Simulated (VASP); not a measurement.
# Na2S (Fm-3m) in VASP: G0W0 quasiparticle levels with PBE

Aim: the G0W0 quasiparticle levels of Na2S with PBE.

All numbers are computed with VASP 6.6.1; they aren't measurements. Logs are shortened: lines on timing, memory, paths and dates and some standing lists are left out, and cuts for length are marked.

**1. The cell of the first run**

It takes space group Fm-3m (No. 225, cubic). The conventional cell has a = 6.511 Å, b = 6.511 Å, c = 6.511 Å, α = 90.00°, β = 90.00°, γ = 90.00°. S (site symmetry m-3m) has 8 Na at 2.82 Å within 3.7 Å. Within 3.7 Å of Na (site symmetry -43m) lie 4 S at 2.82 Å and 6 Na at 3.26 Å.

**2. G0W0 quasiparticle levels, PBE**

Input file POSCAR:

```
Na2S
1.0
    0.0000000000      3.2554324741      3.2554324741
    3.2554324741      0.0000000000      3.2554324741
    3.2554324741      3.2554324741      0.0000000000
S Na
1 2
Direct
    0.0000000000      0.0000000000      0.0000000000
    0.2500000000      0.2500000000      0.2500000000
    0.7500000000      0.7500000000      0.7500000000
```

Input file INCAR.step1:

```
SYSTEM = Na2S
ALGO = Normal ; EDIFF = 1E-8
ENCUT = 500 ; GGA = PE
ISMEAR = 0 ; LASPH = .True.
LCHARG = .False. ; LREAL = .False.
LWAVE = .True. ; NELM = 100
PREC = Accurate ; SIGMA = 0.01
```

Input file INCAR.step2:

```
SYSTEM = Na2S
ALGO = Exact ; EDIFF = 1E-8
ENCUT = 500 ; GGA = PE
ISMEAR = 0 ; ISTART = 1
LASPH = .True. ; LCHARG = .False.
LOPTICS = .True. ; LREAL = .False.
LWAVE = .True. ; NBANDS = 132
NELM = 1 ; PREC = Accurate
SIGMA = 0.01
```

Input file INCAR.step3:

```
SYSTEM = Na2S
ALGO = EVGW0 ; EDIFF = 1E-8
ENCUT = 500 ; ENCUTGW = 150.0
GGA = PE ; ISMEAR = 0
ISTART = 1 ; LASPH = .True.
LCHARG = .False. ; LREAL = .False.
LWAVE = .False. ; NBANDS = 132
NBANDSGW = 20 ; NELMGW = 1
NOMEGA = 96 ; OMEGAMAX = 20
PREC = Accurate ; PRECFOCK = Fast
SIGMA = 0.01
```

Input file KPOINTS:

```
k-points
0
Gamma
  2 2 2
  0 0 0
```

Potentials or basis: VASP PAW PBE potentials, release 64 (S_GW, Na_sv_GW).

The run is started by

```
$ cat potpaw_PBE.64/S_GW/POTCAR potpaw_PBE.64/Na_sv_GW/POTCAR > POTCAR
$ cp INCAR.step1 INCAR
$ mpirun -np 1 vasp_std > vasp.out
$ cp INCAR.step2 INCAR
$ mpirun -np 1 vasp_std > vasp.out
$ cp INCAR.step3 INCAR
$ mpirun -np 1 vasp_std > vasp.out
```

OUTCAR:

```text
SYSTEM = Na2S
   EDIFF = 1E-8
   ENCUT = 500
   ENCUTGW = 150.0
   GGA = PE
   ISMEAR = 0
   ISTART = 1
   LASPH = .True.
   LREAL = .False.
   NELMGW = 1
   PREC = Accurate
   PRECFOCK = Fast

 ion  position               nearest neighbor table
   1  0.000  0.000  0.000-
   2  0.250  0.250  0.250-
   3  0.750  0.750  0.750-

  LATTYP: Found a face centered cubic cell.
 ALAT       =     6.5108649482

  Lattice vectors:

 A1 = (   0.0000000000,   3.2554324741,   3.2554324741)
 A2 = (   3.2554324741,   0.0000000000,   3.2554324741)
 A3 = (   3.2554324741,   3.2554324741,   0.0000000000)

Analysis of symmetry for initial positions (statically):
=====================================================================
 Subroutine PRICEL returns:
 Original cell was already a primitive cell.

 Routine SETGRP: Setting up the symmetry group for a
 face centered cubic supercell.

 Subroutine GETGRP returns: Found 48 space group operations
 (whereof 48 operations were pure point group operations)
 out of a pool of 48 trial point group operations.

The static configuration has the point symmetry O_h .

Analysis of symmetry for dynamics (positions and initial velocities):
=====================================================================
 Subroutine PRICEL returns:
 Original cell was already a primitive cell.

 Routine SETGRP: Setting up the symmetry group for a
 face centered cubic supercell.

 Subroutine GETGRP returns: Found 48 space group operations
 (whereof 48 operations were pure point group operations)
 out of a pool of 48 trial point group operations.

The dynamic configuration has the point symmetry O_h .

 Subroutine INISYM returns: Found 48 space group operations
 (whereof 48 operations are pure point group operations),
 and found     1 'primitive' translations

----------------------------------------------------------------------------------------

                                     Primitive cell

  volume of cell :      69.0011

  direct lattice vectors                    reciprocal lattice vectors
     0.000000000  3.255432474  3.255432474    -0.153589424  0.153589424  0.153589424
     3.255432474  0.000000000  3.255432474     0.153589424 -0.153589424  0.153589424
     3.255432474  3.255432474  0.000000000     0.153589424  0.153589424 -0.153589424

  length of vectors
     4.603876756  4.603876756  4.603876756     0.266024687  0.266024687  0.266024687

  position of ions in fractional coordinates (direct lattice)
     0.000000000  0.000000000  0.000000000
     0.250000000  0.250000000  0.250000000
     0.750000000  0.750000000  0.750000000

  ion indices of the primitive-cell ions
   primitive index   ion index
                 1           1
                 2           2
                 3           3

----------------------------------------------------------------------------------------

 KPOINTS: k-points

Automatic generation of k-mesh.
 Grid dimensions read from file:
 generate k-points for:    2    2    2

 Generating k-lattice:

  Cartesian coordinates                     Fractional coordinates (reciprocal lattice)
    -0.076794712  0.076794712  0.076794712     0.500000000  0.000000000  0.000000000
     0.076794712 -0.076794712  0.076794712     0.000000000  0.500000000  0.000000000
     0.076794712  0.076794712 -0.076794712     0.000000000  0.000000000  0.500000000

  Length of vectors
     0.133012343  0.133012343  0.133012343

  Shift w.r.t. Gamma in fractional coordinates (k-lattice)
     0.000000000  0.000000000  0.000000000

 Subroutine IBZKPT returns following result:
 ===========================================

 Found      3 irreducible k-points:

 Following reciprocal coordinates:
            Coordinates               Weight
  0.000000  0.000000  0.000000      1.000000
  0.500000  0.000000  0.000000      4.000000
  0.500000  0.500000  0.000000      3.000000
   k-points           NKPTS =      3   k-points in BZ     NKDIM =      8   number of bands    NBANDS=    132
   number of dos      NEDOS =    301   number of ions     NIONS =      3
   total plane-waves  NPLWV =  46656
   dimension x,y,z NGX =    36 NGY =   36 NGZ =   36
   dimension x,y,z NGXF=    72 NGYF=   72 NGZF=   72
   ions per type =               1   2
   NGX,Y,Z   is equivalent  to a cutoff of  13.00, 13.00, 13.00 a.u.
   NGXF,Y,Z  is equivalent  to a cutoff of  26.00, 26.00, 26.00 a.u.
 SYSTEM =  Na2S
   PREC   = accura    normal or accurate (medium, high low for compatibility)
   ISTART =      1    job   : 0-new  1-cont  2-samecut
   ICHARG =      0    charge: 1-file 2-atom 10-const
   ISPIN  =      1    spin polarized calculation?
   LNONCOLLINEAR =      F non collinear calculations
   LSORBIT =      F    spin-orbit coupling
   LASPH  =      T    aspherical Exc in radial PAW
   ENCUT  =  500.0 eV  36.75 Ry    6.06 a.u.   8.39  8.39  8.39*2*pi/ulx,y,z
   NELM   =     60;   NELMIN=  2; NELMDL=  0     # of ELM steps
   EDIFF  = 0.1E-07   stopping-criterion for ELM
   LREAL  =      F    real-space projection
   EDIFFG = 0.1E-06   stopping-criterion for IOM
   NSW    =      0    number of steps for IOM
   IBRION =     -1    ionic relax: 0-MD 1-quasi-New 2-CG
   NFREE  =      0    steps in history (QN), initial steepest desc. (CG)
   ISIF   =      0    stress and relaxation
   ISYM   =      3    0-nonsym 1-usesym 2-fastsym
   POTIM  = 0.5000    time-step for ionic-motion
   TEBEG  =    0.0;   TEEND  =   0.0 temperature during run
   PSTRESS=    0.0 pullay stress
   NELECT =      24.0000    total number of electrons
   NUPDOWN=      -1.0000    fix difference up-down
   EMIN   =  10.00;   EMAX   =-10.00  energy-range for DOS
   EFERMI =   0.00;   METHOD = LEGACY
   ISMEAR =     0;   SIGMA  =   0.01  broadening in eV -4-tet -1-fermi 0-gaus
   EFERMI_NEDOS =   21; number of points for ismear=-14 and -15
   IALGO  =     38    algorithm
   IMIX   =      4    mixing-type and parameters
     AMIX     =   0.40;   BMIX     =  1.00
     AMIX_MAG =   1.60;   BMIX_MAG =  1.00
  volume/ion in A,a.u.               =      23.00       155.21
  Fermi-wavevector in a.u.,A,eV,Ry     =   1.151313  2.175665 18.034801  1.325520
  Thomas-Fermi vector in A             =   2.287971
   LORBIT       =      0    0 simple, 1 ext, 2 COOP (PROOUT), +10 PAW based schemes
   GGA     = PE    functional components
   LHFCALC =     T    Hartree Fock is set to
   PRECFOCK=fast      Normal, Fast or Accurate (Low or Medium for compatibility)
   ENCUT4O =  -1.0   cutoff for four orbital integrals eV
   NKREDX  =     1    reduce k-point grid by
   NKREDY  =     1    reduce k-point grid by
   NKREDZ  =     1    reduce k-point grid by
   AEXX    =    1.0000 exact exchange contribution
   HFSCREEN=    0.0000 screening length (either q_TF or 0.3 A-1)
   HFSCREENC=   0.0000 screening length for correlation (either q_TF or 0.3 A-1)
   ENCUTFOCK=  -1.0 apply spherical cutoff to Coloumb kernel
   IVDW    =     0    specifies the selected vdW correction
   LEPSILON=     F    determine dielectric tensor
   LRPA    =     F    only Hartree local field effects (RPA)
   LRPAFORCE           =     F    calculate RPA forces
   ENCUTGW             = 150.0    cutoff for response function in eV
   ENCUTGWSOFT         = 120.0    soft cutoff for Coulomb kernel in GW response function in eV
   ENCUTLF             =  -1.0    cutoff for local field effects
   NELMGW              =     1    number of iterations in solving QP/BSE equation
   NELMHF              =     1    number of iterations in the inner HF iteration
   NKREDLFX            =     1    NKREDLFY  =   1   NKREDLFZ  =   1
 non-spin polarized calculation
 Gauss-broadening in eV      SIGMA  =   0.01
  energy-cutoff  :      500.00
  volume of cell :       69.00
 maximum number of plane-waves:      1807
 NGX is ok and might be reduce to    36
  NGX = 18; NGY = 18; NGZ = 18
   NGX = 17   NGY = 17   NGZ = 17
 maximum number of plane-waves:       302

 QP shifts <psi_nk| G(iteration)W_0 |psi_nk>: iteration 1
 for sc-GW calculations column KS-energies equals QP-energies in previous step
 and V_xc(KS)=  KS-energies - (<T + V_ion + V_H > + <T+V_H+V_ion>^1  + <V_x>^1)

 k-point   1 :       0.0000    0.0000    0.0000
  band No.  KS-energies  QP-energies   sigma(KS)   V_xc(KS)     V^pw_x(r,r')   Z            occupation Imag(sigma)

      1     -50.1054     -57.9886     -40.5615     -29.2655     -49.1258       0.6979       2.0000       0.3178
      2     -50.0931     -58.0414     -40.5851     -29.2888     -49.1518       0.7036       2.0000       0.3170
      3     -22.0751     -26.5377     -34.4136     -28.2270     -41.2489       0.7213       2.0000       0.1105
      4     -22.0751     -26.5377     -34.4136     -28.2270     -41.2489       0.7213       2.0000       0.1105
      5     -22.0751     -26.5377     -34.4136     -28.2270     -41.2489       0.7213       2.0000       0.1105
      6     -22.0192     -26.4991     -34.5518     -28.3573     -41.3972       0.7232       2.0000       0.1099
[... 12 lines left out ...]
     19      11.5828      11.6629      -6.0314      -6.1400      -1.7044       0.7378       0.0000      -0.3936
     20      11.5828      11.6629      -6.0314      -6.1400      -1.7044       0.7378       0.0000      -0.3936

 k-point   2 :       0.5000    0.0000    0.0000
  band No.  KS-energies  QP-energies   sigma(KS)   V_xc(KS)     V^pw_x(r,r')   Z            occupation Imag(sigma)

      1     -50.0991     -58.0515     -40.5734     -29.2775     -49.1389       0.7040       2.0000       0.3177
      2     -50.0991     -58.0515     -40.5734     -29.2775     -49.1389       0.7040       2.0000       0.3177
      3     -22.0558     -26.5191     -34.4418     -28.2548     -41.2916       0.7214       2.0000       0.1295
      4     -22.0485     -26.5313     -34.4786     -28.2859     -41.3179       0.7239       2.0000       0.1103
      5     -22.0485     -26.5313     -34.4786     -28.2859     -41.3179       0.7239       2.0000       0.1103
      6     -22.0485     -26.5313     -34.4786     -28.2859     -41.3179       0.7239       2.0000       0.1103
[... 12 lines left out ...]
     19      11.7049      12.4727      -8.1563      -9.2076      -3.8741       0.7303       0.0000      -0.1459
     20      12.2618      12.6419      -7.3711      -7.8661      -2.7409       0.7678       0.0000      -0.4376

 k-point   3 :       0.5000    0.5000    0.0000
  band No.  KS-energies  QP-energies   sigma(KS)   V_xc(KS)     V^pw_x(r,r')   Z            occupation Imag(sigma)

      1     -50.1009     -58.0209     -40.5694     -29.2738     -49.1345       0.7012       2.0000       0.3182
      2     -50.0969     -58.0404     -40.5772     -29.2815     -49.1431       0.7032       2.0000       0.3174
      3     -22.1014     -26.5399     -34.3136     -28.1362     -41.1591       0.7185       2.0000       0.1363
      4     -22.0863     -26.5468     -34.3833     -28.1912     -41.2162       0.7204       2.0000       0.1115
      5     -22.0863     -26.5468     -34.3833     -28.1912     -41.2162       0.7204       2.0000       0.1115
      6     -22.0112     -26.5031     -34.5771     -28.3776     -41.4214       0.7246       2.0000       0.1098
[... 12 lines left out ...]
     19      12.2873      13.0762      -8.1574      -9.2569      -3.8267       0.7174       0.0000      -0.1576
     20      12.5092      13.4883      -9.0721     -10.4149      -4.6062       0.7291       0.0000      -0.1511
```

Wall time 51 s (1 thread of Intel Xeon 6975P-C (Granite Rapids), shared host); peak memory 0.61 GiB.

Results:

- Quasiparticle gap: 3.85 eV
- Least direct quasiparticle gap: 3.85 eV
- Band gap of the starting levels on the mesh: 2.46 eV
- Least direct gap of the starting levels on the mesh: 2.46 eV

Caveat: the k points lie up to 0.84 Å⁻¹ apart, too coarse for converged energies, forces and pressures; bands, screening cutoff and mesh are small and nothing is extrapolated, so the quasiparticle values aren't converged; the structure was generated, so it needn't be the stable form of Na2S.
